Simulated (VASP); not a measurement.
Set up this calculation in VASP 6.6.1, as the native input.

| Item | Value |
| --- | --- |
| Task | single point |
| Functional | PBE |
| Potentials or basis | VASP PAW PBE potentials, release 64 (Cu, Au) |
| Cutoff | 520 eV |
| k mesh | 18 × 18 × 14 |
| Occupations | gaussian, width 0.15 eV |
| Spin | no spin polarisation |
| Dipole correction | no |
| Further INCAR settings | ALGO = Fast; EDIFF = 1e-06; NBANDS = 18 |

The structure of CuAu lies in POSCAR:

```
CuAu
1.0
    2.7160000000      0.0000000000      0.0000000000
    0.0000000000      2.7160000000      0.0000000000
    0.0000000000      0.0000000000      3.6700000000
Cu Au
1 1
Direct
    0.5000000000      0.5000000000      0.5000000000
    0.0000000000      0.0000000000      0.0000000000
```

This cell differs from its parent crystal: strain -0.030 along x and y, +0.000 along z.

One way to write it, as run:

INCAR

```
SYSTEM = CuAu
ALGO     = Fast           ! electronic algorithm
EDIFF    = 1E-6           ! SCF threshold, eV
ENCUT    = 520            ! plane-wave cutoff, eV
GGA      = PE             ! functional
ISIF     = 2              ! what is computed and relaxed
ISMEAR   = 0              ! smearing method
LASPH    = .True.         ! aspherical terms in the spheres
LCHARG   = .True.         ! write CHGCAR
LELF     = .True.         ! ELF
LREAL    = .False.        ! projectors in reciprocal space
LVHAR    = .True.       
LWAVE    = .False.        ! write WAVECAR
NBANDS   = 18             ! bands
NELM     = 100            ! most SCF steps
PREC     = Accurate       ! precision mode
SIGMA    = 0.15           ! smearing width, eV
```

KPOINTS

```
k-points
0
Gamma
  18 18 14
  0 0 0
```

Potentials or basis: VASP PAW PBE potentials, release 64 (Cu, Au).

Run with:

```console
$ cat potpaw_PBE.64/Cu/POTCAR potpaw_PBE.64/Au/POTCAR > POTCAR
$ mpirun -np 1 vasp_std > vasp.out
```

Results of the run:

```yaml
Pressure: 19.3 GPa
Band_gap_on_the_k_mesh: zero (band 11 reaches 15.59 eV, above the bottom of band 12 at 7.78 eV)
```

Caveat: the cell differs from its parent crystal (strain -0.030 along x and y, +0.000 along z); spin-orbit coupling is left out, which moves the levels of the heavy elements.

It took 95 s on 1 thread of Intel(R) Xeon(R) Platinum 8481C CPU @ 2.70GHz (Sapphire Rapids), with other jobs on the host, peak memory 0.32 GiB.
